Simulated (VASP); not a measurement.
Ir2Rh, 3 atoms in the cell. It takes space group P-3m1 (No. 164, trigonal). Conventional cell: a = 2.736 Å, b = 2.736 Å, c = 6.645 Å, α = 90.00°, β = 90.00°, γ = 120.00°. Within 3.6 Å of Ir (site symmetry 3m) lie 9 Ir at 2.71 to 2.74 Å and 3 Rh at 2.73 Å. Rh (site symmetry -3m) has 6 Ir at 2.73 Å and 6 Rh at 2.74 Å within 3.6 Å. 

* Program: VASP 6.6.1
* Task: single point
* Functional: PBE
* Potentials or basis: VASP PAW PBE potentials, release 64 (Ir, Rh_pv)
* Cutoff: 520 eV
* k mesh: 6 × 6 × 4
* Occupations: gaussian, width 0.1 eV
* Spin: collinear spin, ferromagnetic start
* Starting moments: [1.0, 1.0, 1.0] μB
* Dipole correction: no
* Further INCAR settings: ALGO = Fast; EDIFF = 1e-07; NBANDS = 28

Potentials or basis: VASP PAW PBE potentials, release 64 (Ir, Rh_pv).

The run is started by

```sh
$ cat potpaw_PBE.64/Ir/POTCAR potpaw_PBE.64/Rh_pv/POTCAR > POTCAR
$ mpirun -np 1 vasp_std > vasp.out
```

Hardware: 1 thread of AMD EPYC 7R43 64-Core Processor (Zen 3), with other jobs on the host.

Problem. How long does it take, and how much memory?

Solution. Wall time 100 s on 1 thread of AMD EPYC 7R43 64-Core Processor (Zen 3), with other jobs on the host, peak memory 0.15 GiB. Counts: scf iterations 17, k points 24.
